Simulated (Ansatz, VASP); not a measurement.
MgH2: VASP beside Ansatz

```xyz
6
Lattice="4.4767 0.0000 0.0000 0.0000 4.4767 0.0000 0.0000 0.0000 2.9925" Properties=species:S:1:pos:R:3 pbc="T T T"
Mg    2.2383    2.2383    1.4963
Mg    0.0000    0.0000    0.0000
H     3.1139    3.1139    0.0000
H     3.6012    0.8755    1.4963
H     1.3628    1.3628    0.0000
H     0.8755    3.6012    1.4963
```

Alike in both runs: functional PBE; k mesh 6 × 6 × 9; occupations fermi-dirac, width 0.02 eV; no spin polarisation.

Ansatz relaxed the structure, and its values are those at the end. VASP's run is a single point on that final structure, the one shown.

|  | VASP | Ansatz |
| --- | --- | --- |
| version | VASP 6.6.1 | Ansatz 0.2.0 |
| potentials or method | VASP PAW PBE potentials, release 64 (Mg, H) | plane-wave PAW, scalar-relativistic |
| plane-wave cutoff (eV) | 520 | 420 |
| valence electrons in the cell | 8 | 24 |

Ansatz gave:

| Item | Value |
| --- | --- |
| gap on the k mesh at the Fermi level (eV) | 3.95 |
| pressure (GPa) | 1.3 |
| rms of the force components (eV/Å) | 0.003 |

What did VASP give for the same quantities?

gap on the k mesh at the Fermi level (eV): 3.94; pressure (GPa): 1.0; rms of the force components (eV/Å): 0.004.

The functional is the same, so the differences come from potentials, cutoffs and numerics. VASP's potentials hold 8 valence electrons a cell and Ansatz's 24, so a difference there can come from the potentials and not from the codes. Ansatz's warnings: stress scf threshold loose.
